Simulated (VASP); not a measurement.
**Al3O: single point with PBEsol**

The system is Al3O, a slab with vacuum.

```
Al O
1.0
     2.83943    0.00000    0.00000
     0.00000    2.83943    0.00000
     0.00000    0.00000   19.64135
Al O
3 1
Cartesian
  1.4197 1.4197 4.0000
  0.0000 0.0000 6.0693
  1.4197 1.4197 8.1413
  1.4197 1.8930 9.7231
```

```yaml
Program: VASP 6.6.1
Task: single point
Functional: PBEsol
Potentials_or_basis: VASP PAW PBE potentials, release 64 (Al, O)
Cutoff: 520 eV
k_mesh: 9 × 9 × 1
Occupations: gaussian, width 0.1 eV
Spin: no spin polarisation
Dipole_correction: yes
Further_INCAR_settings: ALGO = Normal; EDIFF = 1e-07; NBANDS = 16
```

The largest force is 1.215 eV/Å.

Forces on the atoms (eV/Å):
```
Al   0.000 -0.002 -0.132
Al   0.000  0.064  0.222
Al   0.000 -1.184 -0.270
O    0.000  1.122  0.180
```

Levels at points of the mesh, in eV from the Fermi level:
| k point | band 6 | band 7 | band 8 | band 9 | band 10 | band 11 |
| --- | --- | --- | --- | --- | --- | --- |
| (0.00, 0.00, 0.00) | -0.05 | 0.02 | 0.76 | 3.68 | 5.28 | 6.15 |

Run time: 5.1 min on 1 thread of AMD EPYC 7R13, with other jobs on the host, peak memory 0.26 GiB.

Caveat: the PAW data sets were made with another functional, which shifts forces and pressure a little; an odd number of electrons without spin polarisation forces a metal; a magnetic or distorted state may lie lower.
